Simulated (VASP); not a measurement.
# Zr2WS4 (F-43m) in VASP: single point with PBE

Aim: the single point of Zr2WS4 with PBE.

All numbers are computed with VASP 6.6.1; they aren't measurements. Logs are shortened: lines on timing, memory, paths and dates and some standing lists are left out, and cuts for length are marked.

## (1) The cell of the first run

Symmetry: F-43m, No. 216, cubic system. Conventional cell: a = 9.000 Å, b = 9.000 Å, c = 9.000 Å, α = 90.00°, β = 90.00°, γ = 90.00°. Within 3.1 Å of Zr (site symmetry -43m) lie 4 S at 2.31 Å. Zr (site symmetry -43m) has 12 S at 3.69 Å and 4 W at 3.90 Å and 6 Zr at 4.50 Å within 4.8 Å. W (site symmetry -43m) has 12 S at 3.81 Å and 8 Zr at 3.90 Å within 5.0 Å. Within 3.1 Å of S (site symmetry 3m) lie 1 Zr at 2.31 Å and 3 S at 2.59 Å.

The cell was generated, and may not be a known phase.

## (2) Single point, PBE, collinear spin

Input file INCAR:

```
SYSTEM = Zr2WS4
ALGO = Normal
EDIFF = 1E-7
ENCUT = 520
GGA = PE
ISIF = 2
ISMEAR = 0
ISPIN = 2
LASPH = .TRUE.
LCHARG = .FALSE.
LMAXMIX = 4
LORBIT = 11
LREAL = .FALSE.
LWAVE = .FALSE.
MAGMOM = 0 -0.92 4.27 0 0 0 0
NBANDS = 44
NELM = 150
PREC = Accurate
SIGMA = 0.1
```

Input file KPOINTS:

```
k-points
0
G
  8 8 8
  0 0 0
```

Input file POSCAR:

```
Zr2WS4
1.0
    0.0000000000      4.4999210205      4.4999210205
    4.4999210205      0.0000000000      4.4999210205
    4.4999210205      4.4999210205      0.0000000000
Zr W S
2 1 4
Direct
    0.2500000000      0.2500000000      0.2500000000
    0.7500000000      0.7500000000      0.7500000000
    0.5000000000      0.5000000000      0.5000000000
    0.1018988482      0.6943034555      0.1018988482
    0.1018988482      0.1018988482      0.1018988482
    0.6943034555      0.1018988482      0.1018988482
    0.1018988482      0.1018988482      0.6943034555
```

Potentials or basis: VASP PAW PBE potentials, release 64 (Zr_sv, W_sv, S).

The run is started by

```bash
$ cat potpaw_PBE.64/Zr_sv/POTCAR potpaw_PBE.64/W_sv/POTCAR potpaw_PBE.64/S/POTCAR > POTCAR
$ mpirun -np 1 vasp_std > vasp.out
```

OUTCAR:

```text
SYSTEM = Zr2WS4
   EDIFF = 1E-7
   ENCUT = 520
   GGA = PE
   ISIF = 2
   ISMEAR = 0
   ISPIN = 2
   LASPH = .TRUE.
   LORBIT = 11
   LREAL = .FALSE.
   NELM = 150
   PREC = Accurate

 ion  position               nearest neighbor table
   1  0.250  0.250  0.250-   5 2.31   4 2.31   6 2.31   7 2.31
   2  0.750  0.750  0.750-
   3  0.500  0.500  0.500-
   4  0.102  0.694  0.102-   1 2.31   5 2.59   6 2.59   7 2.59
   5  0.102  0.102  0.102-   1 2.31   4 2.59   6 2.59   7 2.59
   6  0.694  0.102  0.102-   1 2.31   4 2.59   5 2.59   7 2.59
   7  0.102  0.102  0.694-   1 2.31   4 2.59   5 2.59   6 2.59

  LATTYP: Found a face centered cubic cell.
 ALAT       =     8.9998420410

  Lattice vectors:

 A1 = (   0.0000000000,   4.4999210205,   4.4999210205)
 A2 = (   4.4999210205,   0.0000000000,   4.4999210205)
 A3 = (   4.4999210205,   4.4999210205,   0.0000000000)

Analysis of symmetry for initial positions (statically):
=====================================================================
 Subroutine PRICEL returns:
 Original cell was already a primitive cell.

 Routine SETGRP: Setting up the symmetry group for a
 face centered cubic supercell.

 Subroutine GETGRP returns: Found 24 space group operations
 (whereof 24 operations were pure point group operations)
 out of a pool of 48 trial point group operations.

The static configuration has the point symmetry T_d .

Analysis of symmetry for dynamics (positions and initial velocities):
=====================================================================
 Subroutine PRICEL returns:
 Original cell was already a primitive cell.

 Routine SETGRP: Setting up the symmetry group for a
 face centered cubic supercell.

 Subroutine GETGRP returns: Found 24 space group operations
 (whereof 24 operations were pure point group operations)
 out of a pool of 48 trial point group operations.

The dynamic configuration has the point symmetry T_d .

Analysis of structural, dynamic, and magnetic symmetry:
=====================================================================
 Subroutine PRICEL returns:
 Original cell was already a primitive cell.

 Routine SETGRP: Setting up the symmetry group for a
 face centered cubic supercell.

 Subroutine GETGRP returns: Found 24 space group operations
 (whereof 24 operations were pure point group operations)
 out of a pool of 48 trial point group operations.

The overall configuration has the point symmetry T_d .

 Subroutine INISYM returns: Found 24 space group operations
 (whereof 24 operations are pure point group operations),
 and found     1 'primitive' translations

----------------------------------------------------------------------------------------

                                     Primitive cell

  volume of cell :     182.2404

  direct lattice vectors                    reciprocal lattice vectors
     0.000000000  4.499921021  4.499921021    -0.111113061  0.111113061  0.111113061
     4.499921021  0.000000000  4.499921021     0.111113061 -0.111113061  0.111113061
     4.499921021  4.499921021  0.000000000     0.111113061  0.111113061 -0.111113061

  length of vectors
     6.363849337  6.363849337  6.363849337     0.192453467  0.192453467  0.192453467

  position of ions in fractional coordinates (direct lattice)
     0.250000000  0.250000000  0.250000000
     0.750000000  0.750000000  0.750000000
     0.500000000  0.500000000  0.500000000
     0.101898848  0.694303455  0.101898848
     0.101898848  0.101898848  0.101898848
     0.694303455  0.101898848  0.101898848
     0.101898848  0.101898848  0.694303455

  ion indices of the primitive-cell ions
   primitive index   ion index
                 1           1
                 2           2
                 3           3
                 4           4
                 5           5
                 6           6
                 7           7

----------------------------------------------------------------------------------------

 KPOINTS: k-points

Automatic generation of k-mesh.
 Grid dimensions read from file:
 generate k-points for:    8    8    8

 Generating k-lattice:

  Cartesian coordinates                     Fractional coordinates (reciprocal lattice)
    -0.013889133  0.013889133  0.013889133     0.125000000  0.000000000  0.000000000
     0.013889133 -0.013889133  0.013889133     0.000000000  0.125000000  0.000000000
     0.013889133  0.013889133 -0.013889133     0.000000000  0.000000000  0.125000000

  Length of vectors
     0.024056683  0.024056683  0.024056683

  Shift w.r.t. Gamma in fractional coordinates (k-lattice)
     0.000000000  0.000000000  0.000000000

 Subroutine IBZKPT returns following result:
 ===========================================

 Found     29 irreducible k-points:

 Following reciprocal coordinates:
            Coordinates               Weight
  0.000000  0.000000  0.000000      1.000000
  0.125000  0.000000  0.000000      8.000000
  0.250000  0.000000  0.000000      8.000000
  0.375000  0.000000  0.000000      8.000000
  0.500000  0.000000  0.000000      4.000000
  0.125000  0.125000  0.000000      6.000000
[... 16 lines left out ...]
  0.500000  0.250000  0.125000     48.000000
 -0.375000  0.250000  0.125000     24.000000
 [... further k-points ...]
   k-points           NKPTS =     29   k-points in BZ     NKDIM =     29   number of bands    NBANDS=     44
   number of dos      NEDOS =    301   number of ions     NIONS =      7
   total plane-waves  NPLWV = 110592
   dimension x,y,z NGX =    48 NGY =   48 NGZ =   48
   dimension x,y,z NGXF=    96 NGYF=   96 NGZF=   96
   ions per type =               2   1   4
   NGX,Y,Z   is equivalent  to a cutoff of  12.54, 12.54, 12.54 a.u.
   NGXF,Y,Z  is equivalent  to a cutoff of  25.08, 25.08, 25.08 a.u.
 SYSTEM =  Zr2WS4
   PREC   = accura    normal or accurate (medium, high low for compatibility)
   ISTART =      0    job   : 0-new  1-cont  2-samecut
   ICHARG =      2    charge: 1-file 2-atom 10-const
   ISPIN  =      2    spin polarized calculation?
   LNONCOLLINEAR =      F non collinear calculations
   LSORBIT =      F    spin-orbit coupling
   LASPH  =      T    aspherical Exc in radial PAW
   ENCUT  =  520.0 eV  38.22 Ry    6.18 a.u.  11.83 11.83 11.83*2*pi/ulx,y,z
   NELM   =    150;   NELMIN=  2; NELMDL= -5     # of ELM steps
   EDIFF  = 0.1E-06   stopping-criterion for ELM
   LREAL  =      F    real-space projection
   EDIFFG = 0.1E-05   stopping-criterion for IOM
   NSW    =      0    number of steps for IOM
   IBRION =     -1    ionic relax: 0-MD 1-quasi-New 2-CG
   NFREE  =      0    steps in history (QN), initial steepest desc. (CG)
   ISIF   =      2    stress and relaxation
   ISYM   =      2    0-nonsym 1-usesym 2-fastsym
   POTIM  = 0.5000    time-step for ionic-motion
   TEBEG  =    0.0;   TEEND  =   0.0 temperature during run
   PSTRESS=    0.0 pullay stress
   NELECT =      62.0000    total number of electrons
   NUPDOWN=      -1.0000    fix difference up-down
   EMIN   =  10.00;   EMAX   =-10.00  energy-range for DOS
   EFERMI =   0.00;   METHOD = LEGACY
   ISMEAR =     0;   SIGMA  =   0.10  broadening in eV -4-tet -1-fermi 0-gaus
   EFERMI_NEDOS =   21; number of points for ismear=-14 and -15
   IALGO  =     38    algorithm
   IMIX   =      4    mixing-type and parameters
     AMIX     =   0.40;   BMIX     =  1.00
     AMIX_MAG =   1.60;   BMIX_MAG =  1.00
  volume/ion in A,a.u.               =      26.03       175.69
  Fermi-wavevector in a.u.,A,eV,Ry     =   1.142853  2.159680 17.770757  1.306114
  Thomas-Fermi vector in A             =   2.279550
   LORBIT       =     11    0 simple, 1 ext, 2 COOP (PROOUT), +10 PAW based schemes
   GGA     = PE    functional components
   LHFCALC =     F    Hartree Fock is set to
   AEXX    =    0.0000 exact exchange contribution
   IVDW    =     0    specifies the selected vdW correction
   LEPSILON=     F    determine dielectric tensor
   LRPA    =     F    only Hartree local field effects (RPA)
 spin polarized calculation
 Gauss-broadening in eV      SIGMA  =   0.10
  energy-cutoff  :      520.00
  volume of cell :      182.24
 maximum number of plane-waves:      4957
   NGX = 23   NGY = 23   NGZ = 23

 number of electron      61.9999995 magnetization       3.2398965

 Free energy of the ion-electron system (eV)
  ---------------------------------------------------
  ext. energy  EPLUGINS =         0.00000000
  ---------------------------------------------------
  free energy    TOTEN  =       -37.81307633 eV

  energy without entropy =      -37.76132436  energy(sigma->0) =      -37.78720034

 E-fermi :   4.6562     XC(G=0):  -9.4309

 val. band max:        4.6482158594   @ k =   0.5000   0.2500   0.1250
 cond. band min:       4.6606923843   @ k =   0.5000   0.2500   0.1250
 fundamental gap:      0.0124765249
 Fermi energy:         4.6561566676

 spin component 1

 k-point     1 :       0.0000    0.0000    0.0000
  band No.  band energies     occupation
      1     -69.8043      1.00000
      2     -45.7580      1.00000
      3     -43.3335      1.00000
      4     -34.2016      1.00000
      5     -34.2016      1.00000
      6     -34.2016      1.00000
[... 35 lines left out ...]
     42       7.3611      0.00000
     43       7.3622      0.00000

 k-point     2 :       0.1250    0.0000    0.0000
  band No.  band energies     occupation
      1     -69.8043      1.00000
      2     -45.7580      1.00000
      3     -43.3335      1.00000
      4     -34.2016      1.00000
      5     -34.2016      1.00000
      6     -34.2016      1.00000
[... 1004 lines left out ...]
 k-point    24 :      -0.3750    0.2500    0.1250
  band No.  band energies     occupation
      1     -69.8043      1.00000
      2     -45.7580      1.00000
      3     -43.3335      1.00000
      4     -34.2016      1.00000
      5     -34.2016      1.00000
      6     -34.2016      1.00000
[... 35 lines left out ...]
     42       7.9419      0.00000
     43       8.3002      0.00000

 [... further k-points ...]

 spin component 2

 k-point     1 :       0.0000    0.0000    0.0000
  band No.  band energies     occupation
      1     -68.3568      1.00000
      2     -46.2645      1.00000
      3     -43.3258      1.00000
      4     -32.2424      1.00000
      5     -32.2424      1.00000
      6     -32.2424      1.00000
[... 35 lines left out ...]
     42       7.6234      0.00000
     43       7.6234      0.00000

 k-point     2 :       0.1250    0.0000    0.0000
  band No.  band energies     occupation
      1     -68.3568      1.00000
      2     -46.2645      1.00000
      3     -43.3258      1.00000
      4     -32.2424      1.00000
      5     -32.2424      1.00000
      6     -32.2424      1.00000
[... 1004 lines left out ...]
 k-point    24 :      -0.3750    0.2500    0.1250
  band No.  band energies     occupation
      1     -68.3568      1.00000
      2     -46.2645      1.00000
      3     -43.3258      1.00000
      4     -32.2424      1.00000
      5     -32.2424      1.00000
      6     -32.2424      1.00000
[... 35 lines left out ...]
     42       8.1662      0.00000
     43       8.4693      0.00000

 [... further k-points ...]

 [bands above 43 left out]

------------------------ aborting loop because EDIFF is reached ----------------------------------------

  FORCE on cell =-STRESS in cart. coord.  units (eV):
  Direction    XX          YY          ZZ          XY          YZ          ZX
  --------------------------------------------------------------------------------------
  -------------------------------------------------------------------------------------
  Total       -0.0836412     -0.0836412     -0.0836412     -0.0000000     -0.0000000      0.0000000
  in kB       -0.7353363     -0.7353363     -0.7353363     -0.0000000     -0.0000000      0.0000000
  external PRESSURE =      -0.7353363 kB  Pullay stress =       0.0000000 kB

 VOLUME and BASIS-vectors are now :
 -----------------------------------------------------------------------------
  energy-cutoff  :      520.00
  volume of cell :      182.24
      direct lattice vectors                 reciprocal lattice vectors
     0.000000000  4.499921021  4.499921021    -0.111113061  0.111113061  0.111113061
     4.499921021  0.000000000  4.499921021     0.111113061 -0.111113061  0.111113061
     4.499921021  4.499921021  0.000000000     0.111113061  0.111113061 -0.111113061

 POSITION                                       TOTAL-FORCE (eV/Angst)
 -----------------------------------------------------------------------------------
      2.24996      2.24996      2.24996        -0.000000     -0.000000     -0.000000
      6.74988      6.74988      6.74988        -0.000000     -0.000000     -0.000000
      4.49992      4.49992      4.49992        -0.000000     -0.000000     -0.000000
      3.58285      0.91707      3.58285         0.005372     -0.005372      0.005372
      0.91707      0.91707      0.91707        -0.005372     -0.005372     -0.005372
      0.91707      3.58285      3.58285        -0.005372      0.005372      0.005372
      3.58285      3.58285      0.91707         0.005372      0.005372     -0.005372
 -----------------------------------------------------------------------------------
    total drift:                               -0.000001     -0.000001     -0.000001

  FREE ENERGIE OF THE ION-ELECTRON SYSTEM (eV)
  ---------------------------------------------------
  free  energy   TOTEN  =       -37.8130763315 eV

  energy  without entropy=      -37.7613243570  energy(sigma->0) =      -37.78720034

 total charge

# of ion       s       p       d       tot
------------------------------------------
    1        2.217   6.009   1.893  10.118
    2        2.104   5.897   1.432   9.433
    3        2.360   5.980   3.240  11.579
    4        1.394   2.267   0.000   3.661
    5        1.394   2.267   0.000   3.661
    6        1.394   2.267   0.000   3.661
    7        1.394   2.267   0.000   3.661
--------------------------------------------------
tot         12.257  26.956   6.565  45.777

 magnetization (x)

# of ion       s       p       d       tot
------------------------------------------
    1       -0.001  -0.004   0.018   0.013
    2       -0.016   0.000  -0.751  -0.766
    3        0.161   0.017   2.966   3.144
    4       -0.001  -0.007   0.000  -0.008
    5       -0.001  -0.007   0.000  -0.008
    6       -0.001  -0.007   0.000  -0.008
    7       -0.001  -0.007   0.000  -0.008
--------------------------------------------------
tot          0.140  -0.013   2.233   2.360
```

Wall time 11 min (1 thread of Intel Xeon Platinum 8488C (Sapphire Rapids), shared host); peak memory 0.63 GiB.

Results:

| Property | Result |
| --- | --- |
| Free energy | -37.8131 eV |
| Pressure | -0.1 GPa |
| Largest force | 0.009 eV/Å |
| Net moment | 3.24 μB per cell |
| Site moments | Zr +0.01, -0.77; W +3.14; S -0.01 μB |
| Valence electrons inside the program's atomic spheres | Zr 10.12, 9.43; W 11.58; S 3.66 |

Forces on the atoms (eV/Å):
```
Zr   0.000  0.000  0.000
Zr   0.000  0.000  0.000
W    0.000  0.000  0.000
S    0.005 -0.005  0.005
S   -0.005 -0.005 -0.005
S   -0.005  0.005  0.005
S    0.005  0.005 -0.005
```

Levels at points of the mesh, in eV from the Fermi level:
Spin up:
| k point | band 29 | band 30 | band 31 | band 32 | band 33 | band 34 | band 35 | band 36 | band 37 | band 38 |
| --- | --- | --- | --- | --- | --- | --- | --- | --- | --- | --- |
| (0.00, 0.00, 0.00) | -0.64 | -0.17 | -0.17 | 0.10 | 0.10 | 0.10 | 1.23 | 1.23 | 1.23 | 1.26 |
| (0.50, 0.00, 0.00) | -0.26 | -0.26 | -0.16 | -0.16 | 0.12 | 0.24 | 1.08 | 1.11 | 1.11 | 1.23 |
| (0.50, 0.50, 0.00) | -0.69 | -0.64 | -0.47 | -0.19 | -0.19 | -0.14 | 0.78 | 1.25 | 1.25 | 1.29 |
Spin down:
| k point | band 26 | band 27 | band 28 | band 29 | band 30 | band 31 | band 32 | band 33 |
| --- | --- | --- | --- | --- | --- | --- | --- | --- |
| (0.00, 0.00, 0.00) | -1.26 | 0.01 | 0.01 | 0.01 | 0.09 | 0.09 | 0.09 | 0.81 |
| (0.50, 0.00, 0.00) | -0.73 | -0.73 | -0.62 | 0.12 | 0.33 | 0.33 | 0.68 | 0.68 |
| (0.50, 0.50, 0.00) | -1.20 | -0.30 | -0.30 | 0.02 | 0.05 | 0.05 | 0.30 | 0.86 |

Caveat: spin-orbit coupling is left out, which moves the levels of the heavy elements.
